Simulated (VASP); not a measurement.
Runs of VASP 6.6.1 on KMgF3. The structure is that of space group Pm-3m (No. 221), or close to it. The cells are those of the table. 

```csv
task,cell,cutoff (eV),gap on the mesh (eV),pressure (GPa)
relaxation of cell and atoms,"relaxed to 30 GPa from a = 3.986 Å, 5 atoms",600,9.18,30.0
single point,"a = 3.722 Å, 5 atoms",520,(b),29.8
relaxation of cell and atoms,"relaxed to 10 GPa from a = 3.986 Å, 5 atoms",600,(a),10.0
relaxation of cell and atoms,"relaxed to 20 GPa from a = 3.986 Å, 5 atoms",600,(c),20.0
single point,"a = 3.798 Å, 5 atoms",520,8.58,19.7
single point,"a = 3.900 Å, 5 atoms",520,7.89,9.6
```

Alike in all rows: level PBE; potentials or basis VASP PAW PBE potentials, release 64 (K_sv, Mg, F); no spin polarisation; k mesh 5 × 5 × 5; smearing fermi-dirac 0.1 eV.

Q: Estimate the missing entries.

A: (a) 7.94; (b) 9.15; (c) 8.62.

Caveats: the cell is relaxed towards a set pressure, so the enthalpy falls and the energy may rise (some runs).

A k mesh can miss the band edges.
